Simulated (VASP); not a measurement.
## BaZr2TaO6 (a cell with a defect): single point with PBEsol

The system is BaZr2TaO6 (a cell with a defect).

```
CELL_PARAMETERS angstrom
8.36196 0.00000 0.00000
0.00000 4.18098 0.00000
0.00000 0.00000 4.18098
ATOMIC_POSITIONS crystal
Ba 0.00008 0.99723 0.01184
Ta 0.49900 0.00207 0.00158
Zr 0.24781 0.50385 0.49686
Zr 0.74799 0.50599 0.50496
O 0.24561 0.50124 0.00300
O 0.74952 0.50188 0.99801
O 0.99853 0.49512 0.49641
O 0.49966 0.49901 0.49612
O 0.24722 0.99891 0.49564
O 0.75323 0.99123 0.50312
```

```
Program             : VASP 6.6.1
Task                : single point
Functional          : PBEsol
Potentials or basis : VASP PAW PBE potentials, release 64 (Ba_sv, Ta_pv, Zr_sv, O)
Cutoff              : 520 eV
k mesh              : 2 × 2 × 2, shifted
Occupations         : fermi-dirac, width 0.05 eV
Spin                : collinear spin, ferromagnetic start
Starting moments    : [0.0, 1.0, 0.0, 0.0, 0.0, 0.0, 0.0, 0.0, 0.0, 0.0] μB
```

| Item | Value |
| --- | --- |
| Largest force | 2.180 eV/Å |
| Net moment | 1.00 μB per cell |
| Site moments | Ba -0.00; Ta +1.04; Zr +0.01; O -0.06, -0.04, -0.08 μB |
| Valence electrons inside the program's atomic spheres | Ba 7.79; Ta 7.89; Zr 9.64, 9.65; O 4.92, 4.97, 4.90 |

Forces on the atoms (eV/Å):
```
Ba  -0.104  0.116 -0.203
Ta   0.047  0.023  0.136
Zr  -1.151 -0.329  0.403
Zr   1.515 -0.824 -0.305
O    1.927  0.001 -0.431
O   -1.940 -0.063  0.401
O    0.068  0.049  0.039
O   -0.310 -0.161 -0.075
O    1.917  0.254  0.042
O   -1.969  0.935 -0.006
```

Levels at points of the mesh, in eV from the Fermi level:
Spin up:
```tsv
k point	band 37	band 38	band 39	band 40	band 41	band 42	band 43	band 44
(0.25, 0.25, 0.25)	-1.42	-1.16	-0.73	-0.31	0.30	0.62	0.66	0.79
```
Spin down:
```tsv
k point	band 37	band 38	band 39	band 40	band 41	band 42
(0.25, 0.25, 0.25)	-1.47	-1.20	-0.78	0.90	1.00	1.17
```

Wall time 76 s on 1 thread of Intel(R) Xeon(R) Platinum 8375C CPU @ 2.90GHz (Ice Lake) (shared host), peak memory 0.32 GiB.

Caveat: the k points lie up to 0.75 Å⁻¹ apart; the cell carries a net charge on a neutralising background, which shifts energy and pressure; the cell is charged against a uniform background, so pressure and absolute levels hang on convention; the PAW data sets were made with another functional, which shifts forces and pressure a little; spin-orbit coupling is left out, which moves the levels of the heavy elements.
